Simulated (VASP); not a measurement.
Wanted: the native input for a VASP 6.6.1 run.

| Quantity | Value |
| --- | --- |
| Task | single point |
| Functional | PBE |
| Potentials or basis | VASP PAW PBE potentials, release 64 (Hg) |
| Cutoff | 520 eV |
| k mesh | 16 × 16 × 16 |
| Occupations | gaussian, width 0.05 eV |
| Spin | no spin polarisation |
| Dipole correction | no |
| Further INCAR settings | ALGO = Normal; EDIFF = 1e-06; NBANDS = 12 |

The structure of Hg lies in POSCAR:

```
Hg
1.0
    0.0000000000      2.5321807488      2.5321807488
    2.5321807488      0.0000000000      2.5321807488
    2.5321807488      2.5321807488      0.0000000000
Hg
1
Direct
    0.0000000000      0.0000000000      0.0000000000
```

One way to write it, as run:

INCAR

```
SYSTEM = Hg
PREC     = Accurate       ! precision mode
ENCUT    = 520            ! plane-wave cutoff, eV
EDIFF    = 1E-6           ! SCF threshold, eV
ISMEAR   = 0              ! smearing method
SIGMA    = 0.05           ! smearing width, eV
LREAL    = .False.        ! projectors in reciprocal space
LASPH    = .True.         ! aspherical terms in the spheres
NELM     = 100            ! most SCF steps
ALGO     = Normal         ! electronic algorithm
ISIF     = 2              ! what is computed and relaxed
LWAVE    = .False.        ! write WAVECAR
LCHARG   = .False.        ! write CHGCAR
GGA      = PE             ! functional
NBANDS   = 12             ! bands
```

KPOINTS

```
regular mesh
0
Gamma
  16 16 16
  0 0 0
```

Potentials or basis: VASP PAW PBE potentials, release 64 (Hg).

Launch:

```bash
$ cat potpaw_PBE.64/Hg/POTCAR > POTCAR
$ mpirun -np 1 vasp_std > vasp.out
```

It gave:

```yaml
Pressure: 0.0 GPa
```

Run time: 75 s on 1 thread of AMD EPYC 7R13, on a shared host, peak memory 0.16 GiB.
